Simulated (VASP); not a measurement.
# TaN (P-6m2) in VASP: a series of runs

Aim: see how the results for TaN move with the level of theory and the settings. Levels: LDA, PBEsol. Tasks: single point.

All numbers are computed with VASP 6.6.1; they aren't measurements. Logs are shortened: lines on timing, memory, paths and dates and some standing lists are left out, and cuts for length are marked.

## (1) The cell of the first run

The structure is hexagonal, space group P-6m2 (No. 187). Conventional cell: a = 2.878 Å, b = 2.878 Å, c = 2.824 Å, α = 90.00°, β = 90.00°, γ = 120.00°. Ta (site symmetry -6m2) has 6 N at 2.18 Å and 8 Ta at 2.82 to 2.88 Å within 2.9 Å. N (site symmetry -6m2) has 6 Ta at 2.18 Å and 8 N at 2.82 to 2.88 Å within 2.9 Å.

## (2) Single point, LDA (volume scaled by 0.94)

The input, INCAR:

```
PREC = Accurate ; ENCUT = 520
EDIFF = 1E-6 ; ISMEAR = -1
SIGMA = 0.05 ; LREAL = F
LASPH = T ; NELM = 60
ALGO = Normal ; ISIF = 2
LWAVE = F ; LCHARG = F
NBANDS = 15
```

The input, KPOINTS:

```
Automatic mesh
0
Gamma
  10 10 9
```

The input, POSCAR:

```
TaN
1.0
    2.8780239874      0.0000000000      0.0000000000
   -1.4390119937      2.4924418858      0.0000000000
    0.0000000000      0.0000000000      2.8241467514
Ta N
1 1
Direct
    0.0000000000      0.0000000000      0.5000000000
    0.6666666667      0.3333333333      0.0000000000
```

Potentials or basis: VASP PAW LDA potentials, release 64 (Ta_pv, N).

Launch:

```
$ cat potpaw_LDA.64/Ta_pv/POTCAR potpaw_LDA.64/N/POTCAR > POTCAR
$ mpirun -np 1 vasp_std > vasp.out
```

OUTCAR:

```text
PREC = Accurate
   ENCUT = 520
   EDIFF = 1E-6
   ISMEAR = -1
   LREAL = F
   LASPH = T
   NELM = 60
   ISIF = 2

 ion  position               nearest neighbor table
   1  0.000  0.000  0.500-   2 2.18   2 2.18   2 2.18   2 2.18   2 2.18   2 2.18
   2  0.667  0.333  0.000-   1 2.18   1 2.18   1 2.18   1 2.18   1 2.18   1 2.18

  LATTYP: Found a hexagonal cell.
 ALAT       =     2.8780239874
 C/A-ratio  =     0.9812797822

  Lattice vectors:

 A1 = (   2.8780239874,   0.0000000000,   0.0000000000)
 A2 = (  -1.4390119937,   2.4924418858,   0.0000000000)
 A3 = (   0.0000000000,   0.0000000000,   2.8241467514)

Analysis of symmetry for initial positions (statically):
=====================================================================
 Subroutine PRICEL returns:
 Original cell was already a primitive cell.

 Routine SETGRP: Setting up the symmetry group for a
 hexagonal supercell.

 Subroutine GETGRP returns: Found 12 space group operations
 (whereof 12 operations were pure point group operations)
 out of a pool of 24 trial point group operations.

The static configuration has the point symmetry D_3h.

Analysis of symmetry for dynamics (positions and initial velocities):
=====================================================================
 Subroutine PRICEL returns:
 Original cell was already a primitive cell.

 Routine SETGRP: Setting up the symmetry group for a
 hexagonal supercell.

 Subroutine GETGRP returns: Found 12 space group operations
 (whereof 12 operations were pure point group operations)
 out of a pool of 24 trial point group operations.

The dynamic configuration has the point symmetry D_3h.

 Subroutine INISYM returns: Found 12 space group operations
 (whereof 12 operations are pure point group operations),
 and found     1 'primitive' translations

----------------------------------------------------------------------------------------

                                     Primitive cell

  volume of cell :      20.2585

  direct lattice vectors                    reciprocal lattice vectors
     2.878023987  0.000000000  0.000000000     0.347460620  0.200606483  0.000000000
    -1.439011994  2.492441886  0.000000000     0.000000000  0.401212965  0.000000000
     0.000000000  0.000000000  2.824146751     0.000000000  0.000000000  0.354089248

  length of vectors
     2.878023987  2.878023987  2.824146751     0.401212965  0.401212965  0.354089248

  position of ions in fractional coordinates (direct lattice)
     0.000000000  0.000000000  0.500000000
     0.666666667  0.333333333  0.000000000

[... 82 lines left out ...]
   ISIF   =      2    stress and relaxation
   ISYM   =      2    0-nonsym 1-usesym 2-fastsym
   POTIM  = 0.5000    time-step for ionic-motion
   TEBEG  =    0.0;   TEEND  =   0.0 temperature during run
   PSTRESS=    0.0 pullay stress
   NELECT =      16.0000    total number of electrons
   NUPDOWN=      -1.0000    fix difference up-down
   EMIN   =  10.00;   EMAX   =-10.00  energy-range for DOS
   EFERMI =   0.00;   METHOD = LEGACY
   ISMEAR =    -1;   SIGMA  =   0.05  broadening in eV -4-tet -1-fermi 0-gaus
   EFERMI_NEDOS =   21; number of points for ismear=-14 and -15
   IALGO  =     38    algorithm
   IMIX   =      4    mixing-type and parameters
     AMIX     =   0.40;   BMIX     =  1.00
     AMIX_MAG =   1.60;   BMIX_MAG =  1.00
  volume/ion in A,a.u.               =      10.13        68.36
  Fermi-wavevector in a.u.,A,eV,Ry     =   1.513257  2.859640 31.156602  2.289946
  Thomas-Fermi vector in A             =   2.623072
   LORBIT       =      0    0 simple, 1 ext, 2 COOP (PROOUT), +10 PAW based schemes
   GGA     = CA    functional components
   LHFCALC =     F    Hartree Fock is set to
   AEXX    =    0.0000 exact exchange contribution
   IVDW    =     0    specifies the selected vdW correction
   LEPSILON=     F    determine dielectric tensor
   LRPA    =     F    only Hartree local field effects (RPA)
 non-spin polarized calculation
  energy-cutoff  :      520.00
  volume of cell :       20.26
 maximum number of plane-waves:       569
 NGX is ok and might be reduce to    24
   NGX = 11   NGY = 11   NGZ = 11

 number of electron      16.0000000 magnetization

 Free energy of the ion-electron system (eV)
  ---------------------------------------------------
  ext. energy  EPLUGINS =         0.00000000
  ---------------------------------------------------
  free energy    TOTEN  =       -24.68737705 eV

  energy without entropy =      -24.68705114  energy(sigma->0) =      -24.68721410

 E-fermi :   8.8131     XC(G=0): -13.9181

 val. band max:        8.6675687239   @ k =   0.0000   0.0000   0.4444
 cond. band min:       8.9753791496   @ k =   0.0000   0.0000   0.3333
 fundamental gap:      0.3078104257
 Fermi energy:         8.8130831997

 k-point     1 :       0.0000    0.0000    0.0000
  band No.  band energies     occupation
      1     -25.6769      2.00000
      2     -25.3751      2.00000
      3     -25.3751      2.00000
      4      -9.2271      2.00000
      5       3.9587      2.00000
      6       3.9587      2.00000
      7       4.2840      2.00000
      8       5.8428      2.00000
      9      11.6251      0.00000
     10      12.6569      0.00000
     11      12.6569      0.00000
     12      13.0786      0.00000
     13      13.0786      0.00000
     14      21.3932      0.00000
[... 401 lines left out ...]
      2     -25.7279      2.00000
      3     -25.6161      2.00000
      4      -6.6349      2.00000
      5       0.4120      2.00000
      6       3.1154      2.00000
      7       4.4717      2.00000
      8       6.3782      2.00000
      9      11.5456      0.00000
     10      12.6790      0.00000
     11      13.7627      0.00000
     12      15.0286      0.00000
     13      18.5501      0.00000
     14      21.3175      0.00000
     15      21.6238      0.00000

 [... further k-points ...]
[... 5 lines left out ...]
  --------------------------------------------------------------------------------------
  -------------------------------------------------------------------------------------
  Total        1.7403891      1.7403891      1.9251273      0.0000000      0.0000000      0.0000000
  in kB      137.6417624    137.6417624    152.2521081      0.0000000      0.0000000      0.0000000
  external PRESSURE =     142.5118777 kB  Pullay stress =       0.0000000 kB

 VOLUME and BASIS-vectors are now :
 -----------------------------------------------------------------------------
  energy-cutoff  :      520.00
  volume of cell :       20.26
      direct lattice vectors                 reciprocal lattice vectors
     2.878023987  0.000000000  0.000000000     0.347460620  0.200606483  0.000000000
    -1.439011994  2.492441886  0.000000000     0.000000000  0.401212965  0.000000000
     0.000000000  0.000000000  2.824146751     0.000000000  0.000000000  0.354089248

 POSITION                                       TOTAL-FORCE (eV/Angst)
 -----------------------------------------------------------------------------------
      0.00000      0.00000      1.41207        -0.000000     -0.000000      0.000000
      1.43901      0.83081      0.00000         0.000000      0.000000      0.000000
 -----------------------------------------------------------------------------------
    total drift:                               -0.000000      0.000000      0.000000

  FREE ENERGIE OF THE ION-ELECTRON SYSTEM (eV)
  ---------------------------------------------------
  free  energy   TOTEN  =       -24.6873770545 eV

  energy  without entropy=      -24.6870511396  energy(sigma->0) =      -24.68721410
```

OSZICAR:

```text
N       E                     dE             d eps       ncg     rms          rms(c)
DAV:   1     0.933236668507E+02    0.93324E+02   -0.89131E+03  2100   0.113E+03
DAV:   2    -0.243580530881E+02   -0.11768E+03   -0.11149E+03  2562   0.304E+02
DAV:   3    -0.271998629888E+02   -0.28418E+01   -0.28322E+01  2464   0.449E+01
DAV:   4    -0.272092966390E+02   -0.94337E-02   -0.94308E-02  2660   0.292E+00
DAV:   5    -0.272093422486E+02   -0.45610E-04   -0.45605E-04  2492   0.190E-01    0.265E+01
DAV:   6    -0.248131493673E+02    0.23962E+01   -0.42909E+00  2388   0.234E+01    0.115E+01
DAV:   7    -0.247258584162E+02    0.87291E-01   -0.43225E-01  2184   0.523E+00    0.764E+00
DAV:   8    -0.246920299033E+02    0.33829E-01   -0.10679E-01  2464   0.285E+00    0.136E+00
DAV:   9    -0.246875485862E+02    0.44813E-02   -0.90031E-03  2268   0.777E-01    0.171E-01
DAV:  10    -0.246874283893E+02    0.12020E-03   -0.53032E-04  2464   0.275E-01    0.124E-01
DAV:  11    -0.246873765241E+02    0.51865E-04   -0.82733E-05  2247   0.847E-02    0.106E-02
DAV:  12    -0.246873770545E+02   -0.53039E-06   -0.54032E-06  2275   0.197E-02
   1 F= -.24687377E+02 E0= -.24687214E+02  d E =-.325915E-03
```

stdout:

```text
POSCAR found type information on POSCAR TaN
 POSCAR found :  2 types and       2 ions
 scaLAPACK will be used
 LDA part: xc-table for (Slater(with rela. corr.)+CA(PZ))
 , standard interpolation
 POSCAR, INCAR and KPOINTS ok, starting setup
 FFT: planning ... GRIDC
 FFT: planning ... GRID_SOFT
 FFT: planning ... GRID
 WAVECAR not read
 entering main loop
```

Run time: 8.6 s. Hardware: 1 thread of Intel Xeon Platinum 8488C (Sapphire Rapids), shared host; peak memory 0.14 GiB.

What came out:

```
Free energy            : -24.6874 eV
Pressure               : 14.3 GPa
Band gap on the k mesh : zero (band 8 reaches 8.98 eV, above the bottom of band 9 at 8.67 eV)
```

Levels at points of the mesh, in eV from the Fermi level:
```tsv
k point	band 5	band 6	band 7	band 8	band 9	band 10	band 11	band 12
(0.00, 0.00, 0.00)	-4.85	-4.85	-4.53	-2.97	2.81	3.84	3.84	4.27
(0.50, 0.00, 0.00)	-8.61	-5.53	-3.77	-3.27	3.17	4.38	5.52	5.71
```

Caveat: spin-orbit coupling is left out, which moves the levels of the heavy elements.

## (3) Single point, LDA (volume scaled by 0.96)

The input, INCAR:

```
SYSTEM = TaN
ALGO = Normal
EDIFF = 1E-6
ENCUT = 520
GGA = CA
ISIF = 2
ISMEAR = -1
LASPH = .True.
LCHARG = .False.
LREAL = .False.
LWAVE = .False.
NBANDS = 15
NELM = 80
PREC = Accurate
SIGMA = 0.05
```

The input, KPOINTS:

```
k-points
0
Gamma
  10 10 9
  0 0 0
```

The input, POSCAR:

```
TaN
1.0
    2.8982924298      0.0000000000      0.0000000000
   -1.4491462149      2.5099948717      0.0000000000
    0.0000000000      0.0000000000      2.8440357641
Ta N
1 1
Direct
    0.0000000000      0.0000000000      0.5000000000
    0.6666666667      0.3333333333      0.0000000000
```

Potentials or basis: VASP PAW LDA potentials, release 64 (Ta_pv, N).

Launch:

```
$ cat potpaw_LDA.64/Ta_pv/POTCAR potpaw_LDA.64/N/POTCAR > POTCAR
$ mpirun -np 1 vasp_std > vasp.out
```

Run time: 9.1 s. Hardware: 1 thread of Intel Xeon Platinum 8488C (Sapphire Rapids), shared host; peak memory 0.14 GiB.

It converged, with:

- Free energy: -24.7139 eV
- Pressure: 5.3 GPa
- Band gap on the k mesh: zero (band 8 reaches 8.74 eV, above the bottom of band 9 at 8.44 eV)

Stress tensor (GPa, compression positive):
```
5.21 0.00 0.00
0.00 5.21 0.00
0.00 0.00 5.60
```

Levels at points of the mesh, in eV from the Fermi level:
```
           k point  band 6  band 7  band 8  band 9  band 10  band 11
(0.00, 0.00, 0.00)   -4.76   -4.42   -2.95    2.65     3.74     3.74
(0.50, 0.00, 0.00)   -5.42   -3.68   -3.23    3.08     4.25     5.39
```

Caveat: spin-orbit coupling is left out, which moves the levels of the heavy elements.

## (4) Single point, PBEsol (volume scaled by 0.94)

The input, INCAR:

```
PREC = Accurate ; ENCUT = 520
EDIFF = 1E-6 ; ISMEAR = -1
SIGMA = 0.05 ; LREAL = F
LASPH = T ; NELM = 100
ALGO = Normal ; ISIF = 2
LWAVE = F ; LCHARG = F
GGA = PS ; NBANDS = 15
```

The input, KPOINTS:

```
Automatic mesh
0
Gamma
  10 10 9
```

The input, POSCAR:

```
TaN
1.0
    2.8780239874      0.0000000000      0.0000000000
   -1.4390119937      2.4924418858      0.0000000000
    0.0000000000      0.0000000000      2.8241467514
Ta N
1 1
Direct
    0.0000000000      0.0000000000      0.5000000000
    0.6666666667      0.3333333333      0.0000000000
```

Potentials or basis: VASP PAW PBE potentials, release 64 (Ta_pv, N).

Launch:

```
$ cat potpaw_PBE.64/Ta_pv/POTCAR potpaw_PBE.64/N/POTCAR > POTCAR
$ mpirun -np 1 vasp_std > vasp.out
```

Run time: 11 s. Hardware: 1 thread of Intel Xeon Platinum 8488C (Sapphire Rapids), shared host; peak memory 0.15 GiB.

It converged, with:

* Free energy: -23.7414 eV
* Pressure: 20.5 GPa
* Band gap on the k mesh: zero (band 8 reaches 8.96 eV, above the bottom of band 9 at 8.65 eV)

Stress tensor (GPa, compression positive):
```
19.59  0.00  0.00
 0.00 19.59  0.00
 0.00  0.00 22.38
```

Levels at points of the mesh, in eV from the Fermi level:
```tsv
k point	band 4	band 5	band 6	band 7	band 8	band 9	band 10	band 11	band 12	band 13
(0.00, 0.00, 0.00)	-18.25	-4.88	-4.88	-4.56	-3.01	2.65	3.86	3.86	4.31	4.31
(0.50, 0.00, 0.00)	-15.68	-8.70	-5.55	-3.81	-3.31	3.20	4.38	5.54	5.73	8.00
```

Caveat: the PAW data sets were made with another functional, which shifts forces and pressure a little; spin-orbit coupling is left out, which moves the levels of the heavy elements.

## (5) Single point, PBEsol (volume scaled by 0.96)

The input, INCAR:

```
SYSTEM = TaN
PREC = Accurate ; ENCUT = 520
EDIFF = 1E-6 ; ISMEAR = -1
SIGMA = 0.05 ; LREAL = .FALSE.
LASPH = .TRUE. ; NELM = 100
ALGO = Normal ; ISIF = 2
LWAVE = .FALSE. ; LCHARG = .FALSE.
GGA = PS ; NBANDS = 15
```

The input, KPOINTS:

```
Automatic mesh
0
G
  10 10 9
  0 0 0
```

The input, POSCAR:

```
TaN
1.0
    2.8982924298      0.0000000000      0.0000000000
   -1.4491462149      2.5099948717      0.0000000000
    0.0000000000      0.0000000000      2.8440357641
Ta N
1 1
Direct
    0.0000000000      0.0000000000      0.5000000000
    0.6666666667      0.3333333333      0.0000000000
```

Launch:

```
$ cat potpaw_PBE.64/Ta_pv/POTCAR potpaw_PBE.64/N/POTCAR > POTCAR
$ mpirun -np 1 vasp_std > vasp.out
```

It took 9.9 s on 1 thread of Intel Xeon Platinum 8488C (Sapphire Rapids), shared host; peak memory 0.15 GiB.

The run converged. Its results:

| Quantity | Value |
| --- | --- |
| Free energy | -23.7845 eV |
| Pressure | 11.4 GPa |
| Band gap on the k mesh | zero (band 8 reaches 8.73 eV, above the bottom of band 9 at 8.43 eV) |

Stress tensor (GPa, compression positive):
```
10.84  0.00  0.00
 0.00 10.84  0.00
 0.00  0.00 12.54
```

Levels at points of the mesh, in eV from the Fermi level:
| k point | band 4 | band 5 | band 6 | band 7 | band 8 | band 9 | band 10 | band 11 | band 12 | band 13 |
| --- | --- | --- | --- | --- | --- | --- | --- | --- | --- | --- |
| (0.00, 0.00, 0.00) | -18.09 | -4.79 | -4.79 | -4.46 | -3.00 | 2.49 | 3.75 | 3.75 | 4.18 | 4.18 |
| (0.50, 0.00, 0.00) | -15.60 | -8.58 | -5.44 | -3.71 | -3.28 | 3.11 | 4.25 | 5.41 | 5.57 | 7.78 |

Caveat: the PAW data sets were made with another functional, which shifts forces and pressure a little; spin-orbit coupling is left out, which moves the levels of the heavy elements.

## (6) Single point, LDA (volume scaled by 0.98)

The input, INCAR:

```
SYSTEM = TaN
PREC = Accurate
ENCUT = 520
EDIFF = 1E-7
ISMEAR = -1
SIGMA = 0.05
LREAL = .False.
LASPH = .True.
NELM = 80
ALGO = Normal
ISIF = 2
LWAVE = .False.
LCHARG = .True.
LELF = .True.
LVHAR = .True.
NBANDS = 15
```

The input, KPOINTS:

```
regular mesh
0
Gamma
  10 10 9
  0 0 0
```

The input, POSCAR:

```
TaN
1.0
    2.9182812851      0.0000000000      0.0000000000
   -1.4591406425      2.5273057282      0.0000000000
    0.0000000000      0.0000000000      2.8636504237
Ta N
1 1
Direct
    0.0000000000      0.0000000000      0.5000000000
    0.6666666667      0.3333333333      0.0000000000
```

Potentials or basis: VASP PAW LDA potentials, release 64 (Ta_pv, N).

Launch:

```
$ cat potpaw_LDA.64/Ta_pv/POTCAR potpaw_LDA.64/N/POTCAR > POTCAR
$ mpirun -np 1 vasp_std > vasp.out
```

Run time: 10 s. Hardware: 1 thread of Intel Xeon Platinum 8488C (Sapphire Rapids), shared host; peak memory 0.14 GiB.

Results (log left out):

* Free energy: -24.7177 eV
* Pressure: -2.7 GPa
* Band gap on the k mesh: zero (band 8 reaches 8.52 eV, above the bottom of band 9 at 8.22 eV)

Stress tensor (GPa, compression positive):
```
-2.47  0.00  0.00
 0.00 -2.47  0.00
 0.00  0.00 -3.02
```

Levels at points of the mesh, in eV from the Fermi level:
| k point | band 6 | band 7 | band 8 | band 9 | band 10 | band 11 |
| --- | --- | --- | --- | --- | --- | --- |
| (0.00, 0.00, 0.00) | -4.66 | -4.32 | -2.93 | 2.49 | 3.64 | 3.64 |
| (0.50, 0.00, 0.00) | -5.32 | -3.59 | -3.19 | 2.99 | 4.12 | 5.27 |

Caveat: spin-orbit coupling is left out, which moves the levels of the heavy elements.

## (7) The runs side by side

| level | potentials or basis | cell | gap on the mesh (eV) | pressure (GPa) |
| --- | --- | --- | --- | --- |
| LDA | VASP PAW LDA potentials, release 64 (Ta_pv, N) | a = 2.878, b = 2.878, c = 2.824 Å, angles 90.0, 90.0, 120.0°, 2 atoms | none | 14.3 |
| LDA | VASP PAW LDA potentials, release 64 (Ta_pv, N) | a = 2.898, b = 2.898, c = 2.844 Å, angles 90.0, 90.0, 120.0°, 2 atoms | none | 5.3 |
| PBEsol | VASP PAW PBE potentials, release 64 (Ta_pv, N) | a = 2.878, b = 2.878, c = 2.824 Å, angles 90.0, 90.0, 120.0°, 2 atoms | none | 20.5 |
| PBEsol | VASP PAW PBE potentials, release 64 (Ta_pv, N) | a = 2.898, b = 2.898, c = 2.844 Å, angles 90.0, 90.0, 120.0°, 2 atoms | none | 11.4 |
| LDA | VASP PAW LDA potentials, release 64 (Ta_pv, N) | a = 2.918, b = 2.918, c = 2.864 Å, angles 90.0, 90.0, 120.0°, 2 atoms | none | -2.7 |

Alike in all rows: task single point; no spin polarisation; k mesh 10 × 10 × 9; cutoff (eV) 520; smearing fermi-dirac 0.05 eV.

Caveats: spin-orbit coupling is left out, which moves the levels of the heavy elements; the PAW data sets were made with another functional, which shifts forces and pressure a little (some runs).

Total energies depend on the potentials used, so only differences within one code and one set of settings carry meaning.
